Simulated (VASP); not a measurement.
Input of a VASP 6.6.1 run:

File INCAR:

```
ALGO = Normal
EDIFF = 1E-7
ENCUT = 520
ISIF = 2
ISMEAR = 0
LASPH = True
LCHARG = True
LELF = True
LREAL = False
LVHAR = True
LWAVE = False
NBANDS = 16
NELM = 80
PREC = Accurate
SIGMA = 0.01
```

KPOINTS

```
k-points
0
Gamma
  8 8 8
```

POSCAR

```
ZnSe
1.0
    2.8110927125      2.8110927125      0.0000000000
   -2.8110927125      2.8110927125      0.0000000000
    0.0000000000      2.8110927125      2.8110927125
Zn Se
1 1
Direct
    0.0000000000      0.0000000000      0.0000000000
    0.7500000000      0.2500000000      0.5000000000
```

Potentials or basis: VASP PAW LDA potentials, release 64 (Zn, Se).

The run is started by

```bash
$ cat potpaw_LDA.64/Zn/POTCAR potpaw_LDA.64/Se/POTCAR > POTCAR
$ mpirun -np 1 vasp_std > vasp.out
```

Task: What does it give for the band gap on the k mesh?

Result: 1.17 eV, direct.

Task: Estimate the pressure.

Result: -1.6 GPa.

Expect the measured gap to be larger: semilocal functionals such as LDA lack the derivative discontinuity.
